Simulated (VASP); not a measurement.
# BAs (F-43m) in VASP: single point with PBE

Aim: the single point of BAs with PBE.

All numbers are computed with VASP 6.6.1; they aren't measurements. Logs are shortened: lines on timing, memory, paths and dates and some standing lists are left out, and cuts for length are marked.

### 1 The cell of the first run

It takes space group F-43m (No. 216, cubic). Conventional cell: a = 4.809 Å, b = 4.809 Å, c = 4.809 Å, α = 90.00°, β = 90.00°, γ = 90.00°. Within 2.8 Å of B (site symmetry -43m) lie 4 As at 2.08 Å. As (site symmetry -43m) has 4 B at 2.08 Å within 2.8 Å.

### 2 Single point, PBE

File INCAR:

```
  PREC = Accurate
  ENCUT = 500
  EDIFF = 1E-6
  ISMEAR = 0
  SIGMA = 0.02
  LREAL = F
  LASPH = T
  NELM = 120
  ALGO = Normal
  ISIF = 2
  LWAVE = F
  LCHARG = T
  GGA = PE
  LELF = T
  LVHAR = T
  NBANDS = 11
  GGA_COMPAT = F
```

File KPOINTS:

```
regular mesh
0
Gamma
  10 10 10
```

File POSCAR:

```
BAs
1.0
    0.0000000000      2.4045448368      2.4045448368
    2.4045448368      0.0000000000      2.4045448368
    2.4045448368      2.4045448368      0.0000000000
B As
1 1
Direct
    0.0000000000      0.0000000000      0.0000000000
    0.2500000000      0.2500000000      0.2500000000
```

Potentials or basis: VASP PAW PBE potentials, release 64 (B, As).

Started as:

```
$ cat potpaw_PBE.64/B/POTCAR potpaw_PBE.64/As/POTCAR > POTCAR
$ mpirun -np 1 vasp_std > vasp.out
```

OUTCAR:

```text
PREC = Accurate
   ENCUT = 500
   EDIFF = 1E-6
   ISMEAR = 0
   LREAL = F
   LASPH = T
   NELM = 120
   ISIF = 2
   GGA = PE

 ion  position               nearest neighbor table
   1  0.000  0.000  0.000-   2 2.08   2 2.08   2 2.08   2 2.08
   2  0.250  0.250  0.250-   1 2.08   1 2.08   1 2.08   1 2.08

  LATTYP: Found a face centered cubic cell.
 ALAT       =     4.8090896736

  Lattice vectors:

 A1 = (   0.0000000000,   2.4045448368,   2.4045448368)
 A2 = (   2.4045448368,   0.0000000000,   2.4045448368)
 A3 = (   2.4045448368,   2.4045448368,   0.0000000000)

Analysis of symmetry for initial positions (statically):
=====================================================================
 Subroutine PRICEL returns:
 Original cell was already a primitive cell.

 Routine SETGRP: Setting up the symmetry group for a
 face centered cubic supercell.

 Subroutine GETGRP returns: Found 24 space group operations
 (whereof 24 operations were pure point group operations)
 out of a pool of 48 trial point group operations.

The static configuration has the point symmetry T_d .

Analysis of symmetry for dynamics (positions and initial velocities):
=====================================================================
 Subroutine PRICEL returns:
 Original cell was already a primitive cell.

 Routine SETGRP: Setting up the symmetry group for a
 face centered cubic supercell.

 Subroutine GETGRP returns: Found 24 space group operations
 (whereof 24 operations were pure point group operations)
 out of a pool of 48 trial point group operations.

The dynamic configuration has the point symmetry T_d .

 Subroutine INISYM returns: Found 24 space group operations
 (whereof 24 operations are pure point group operations),
 and found     1 'primitive' translations

----------------------------------------------------------------------------------------

                                     Primitive cell

  volume of cell :      27.8054

  direct lattice vectors                    reciprocal lattice vectors
     0.000000000  2.404544837  2.404544837    -0.207939562  0.207939562  0.207939562
     2.404544837  0.000000000  2.404544837     0.207939562 -0.207939562  0.207939562
     2.404544837  2.404544837  0.000000000     0.207939562  0.207939562 -0.207939562

  length of vectors
     3.400539920  3.400539920  3.400539920     0.360161886  0.360161886  0.360161886

  position of ions in fractional coordinates (direct lattice)
     0.000000000  0.000000000  0.000000000
     0.250000000  0.250000000  0.250000000

  ion indices of the primitive-cell ions
   primitive index   ion index
                 1           1
[... 85 lines left out ...]
   NUPDOWN=      -1.0000    fix difference up-down
   EMIN   =  10.00;   EMAX   =-10.00  energy-range for DOS
   EFERMI =   0.00;   METHOD = LEGACY
   ISMEAR =     0;   SIGMA  =   0.02  broadening in eV -4-tet -1-fermi 0-gaus
   EFERMI_NEDOS =   21; number of points for ismear=-14 and -15
   IALGO  =     38    algorithm
   IMIX   =      4    mixing-type and parameters
     AMIX     =   0.40;   BMIX     =  1.00
     AMIX_MAG =   1.60;   BMIX_MAG =  1.00
  volume/ion in A,a.u.               =      13.90        93.82
  Fermi-wavevector in a.u.,A,eV,Ry     =   1.080758  2.042337 15.892131  1.168039
  Thomas-Fermi vector in A             =   2.216758
   LORBIT       =      0    0 simple, 1 ext, 2 COOP (PROOUT), +10 PAW based schemes
   GGA     = PE    functional components
   LHFCALC =     F    Hartree Fock is set to
   AEXX    =    0.0000 exact exchange contribution
   IVDW    =     0    specifies the selected vdW correction
   LEPSILON=     F    determine dielectric tensor
   LRPA    =     F    only Hartree local field effects (RPA)
 non-spin polarized calculation
 Gauss-broadening in eV      SIGMA  =   0.02
  energy-cutoff  :      500.00
  volume of cell :       27.81
 maximum number of plane-waves:       725
 NGX is ok and might be reduce to    28
   NGX = 13   NGY = 13   NGZ = 13

 number of electron       8.0000000 magnetization

 Free energy of the ion-electron system (eV)
  ---------------------------------------------------
  ext. energy  EPLUGINS =         0.00000000
  ---------------------------------------------------
  free energy    TOTEN  =       -11.41314885 eV

  energy without entropy =      -11.41314885  energy(sigma->0) =      -11.41314885

 E-fermi :   6.0352     XC(G=0): -10.4974

 val. band max:        5.9065133483   @ k =   0.0000   0.0000   0.0000
 cond. band min:       7.1025557218   @ k =   0.4000   0.4000   0.0000
 fundamental gap:      1.1960423735
 Fermi energy:         6.0351553657

 k-point     1 :       0.0000    0.0000    0.0000
  band No.  band energies     occupation
      1      -9.3130      2.00000
      2       5.9065      2.00000
      3       5.9065      2.00000
      4       5.9065      2.00000
      5       9.1581      0.00000
      6       9.1581      0.00000
      7       9.1581      0.00000
      8      10.3393      0.00000
      9      15.3928      0.00000
     10      18.7763      0.00000
     11      18.7763      0.00000
[... 309 lines left out ...]
 k-point    24 :       0.4000    0.3000    0.0000
  band No.  band energies     occupation
      1      -6.7236      2.00000
      2      -0.4976      2.00000
      3       2.0131      2.00000
      4       2.4928      2.00000
      5       7.6131      0.00000
      6       9.2947      0.00000
      7      14.6002      0.00000
      8      14.8437      0.00000
      9      17.7856      0.00000
     10      21.4686      0.00000
     11      21.6479      0.00000

 [... further k-points ...]

------------------------ aborting loop because EDIFF is reached ----------------------------------------

  FORCE on cell =-STRESS in cart. coord.  units (eV):
  Direction    XX          YY          ZZ          XY          YZ          ZX
  --------------------------------------------------------------------------------------
  -------------------------------------------------------------------------------------
  Total        0.1064524      0.1064524      0.1064524     -0.0000000      0.0000000      0.0000000
  in kB        6.1339118      6.1339118      6.1339118     -0.0000000      0.0000000      0.0000000
  external PRESSURE =       6.1339118 kB  Pullay stress =       0.0000000 kB

 VOLUME and BASIS-vectors are now :
 -----------------------------------------------------------------------------
  energy-cutoff  :      500.00
  volume of cell :       27.81
      direct lattice vectors                 reciprocal lattice vectors
     0.000000000  2.404544837  2.404544837    -0.207939562  0.207939562  0.207939562
     2.404544837  0.000000000  2.404544837     0.207939562 -0.207939562  0.207939562
     2.404544837  2.404544837  0.000000000     0.207939562  0.207939562 -0.207939562

 POSITION                                       TOTAL-FORCE (eV/Angst)
 -----------------------------------------------------------------------------------
      0.00000      0.00000      0.00000         0.000000      0.000000      0.000000
      1.20227      1.20227      1.20227        -0.000000     -0.000000     -0.000000
 -----------------------------------------------------------------------------------
    total drift:                               -0.000000     -0.000000     -0.000000

  FREE ENERGIE OF THE ION-ELECTRON SYSTEM (eV)
  ---------------------------------------------------
  free  energy   TOTEN  =       -11.4131488473 eV

  energy  without entropy=      -11.4131488473  energy(sigma->0) =      -11.41314885
```

OSZICAR:

```text
N       E                     dE             d eps       ncg     rms          rms(c)
DAV:   1     0.114801489701E+02    0.11480E+02   -0.36867E+03  1034   0.617E+02
DAV:   2    -0.112574070104E+02   -0.22738E+02   -0.21804E+02  1334   0.103E+02
DAV:   3    -0.120120316562E+02   -0.75462E+00   -0.75300E+00  1279   0.170E+01
DAV:   4    -0.120140832508E+02   -0.20516E-02   -0.20515E-02  1150   0.103E+00
DAV:   5    -0.120140863863E+02   -0.31356E-05   -0.31356E-05  1225   0.436E-02    0.479E+00
DAV:   6    -0.114739379952E+02    0.54015E+00   -0.15235E+00  1103   0.495E+00    0.233E+00
DAV:   7    -0.114191847069E+02    0.54753E-01   -0.17826E-01  1205   0.207E+00    0.967E-01
DAV:   8    -0.114126830272E+02    0.65017E-02   -0.19732E-02  1169   0.793E-01    0.962E-02
DAV:   9    -0.114129854027E+02   -0.30238E-03   -0.76935E-04  1178   0.158E-01    0.566E-02
DAV:  10    -0.114131425207E+02   -0.15712E-03   -0.19294E-04  1084   0.843E-02    0.119E-02
DAV:  11    -0.114131486292E+02   -0.61085E-05   -0.55935E-06  1278   0.158E-02    0.101E-02
DAV:  12    -0.114131488473E+02   -0.21809E-06   -0.27759E-06  1088   0.907E-03
   1 F= -.11413149E+02 E0= -.11413149E+02  d E =-.364730E-22
```

Run time: 17 s. Hardware: 1 thread of Intel Xeon Platinum 8488C (Sapphire Rapids), shared host; peak memory 0.16 GiB.

Results:

* Free energy: -11.4131 eV
* Pressure: 0.6 GPa
* Band gap on the k mesh: 1.20 eV (least direct gap 3.25 eV)

A k mesh can miss the band edges.
